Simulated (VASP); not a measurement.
# SiNi2: single point with PBEsol

Crystal: SiNi2.

```
Si Ni
1.0
     3.92649    0.00000    0.00000
    -1.96325    3.40044    0.00000
     0.00000    0.00000    4.99074
Si Ni
2 4
Direct
  0.33333 0.66667 0.75000
  0.66667 0.33333 0.25000
  0.00000 0.00000 0.00000
  0.00000 0.00000 0.50000
  0.33333 0.66667 0.25000
  0.66667 0.33333 0.75000
```

This cell differs from its parent crystal: strain +0.015 along x and y, +0.015 along z.

```
Program                : VASP 6.6.1
Task                   : single point
Functional             : PBEsol
Potentials or basis    : VASP PAW PBE potentials, release 64 (Si, Ni)
Cutoff                 : 520 eV
k mesh                 : 12 × 12 × 10
Occupations            : gaussian, width 0.15 eV
Spin                   : no spin polarisation
Dipole correction      : no
Further INCAR settings : ALGO = Fast; EDIFF = 1e-06; NBANDS = 33
```

| Property | Result |
| --- | --- |
| Pressure | -8.9 GPa |
| Band gap on the k mesh | zero (band 24 reaches 13.29 eV, above the bottom of band 25 at 10.15 eV) |

Stress tensor (GPa, compression positive):
```
-9.29  0.00  0.00
 0.00 -9.29  0.00
 0.00  0.00 -8.05
```

Levels at points of the mesh, in eV from the Fermi level:
| k point | band 22 | band 23 | band 24 | band 25 | band 26 | band 27 |
| --- | --- | --- | --- | --- | --- | --- |
| (0.00, 0.00, 0.00) | -0.61 | 0.12 | 2.54 | 2.69 | 2.69 | 2.75 |
| (0.50, 0.00, 0.00) | -1.18 | -0.98 | -0.67 | -0.54 | 1.06 | 1.78 |
| (0.00, 0.00, 0.50) | -1.21 | 2.02 | 2.02 | 3.20 | 3.20 | 3.20 |
| (0.50, 0.00, 0.50) | -1.22 | -0.88 | -0.88 | 0.92 | 0.92 | 2.77 |

It took 2.5 min on 1 thread of Intel(R) Xeon(R) 6975P-C (Granite Rapids), with other jobs on the host, peak memory 0.32 GiB.

Caveat: the cell differs from its parent crystal (strain +0.015 along x and y, +0.015 along z); the PAW data sets were made with another functional, which shifts forces and pressure a little. Spin polarisation is off, so any magnetic state and its effect on volume and gap are missing.
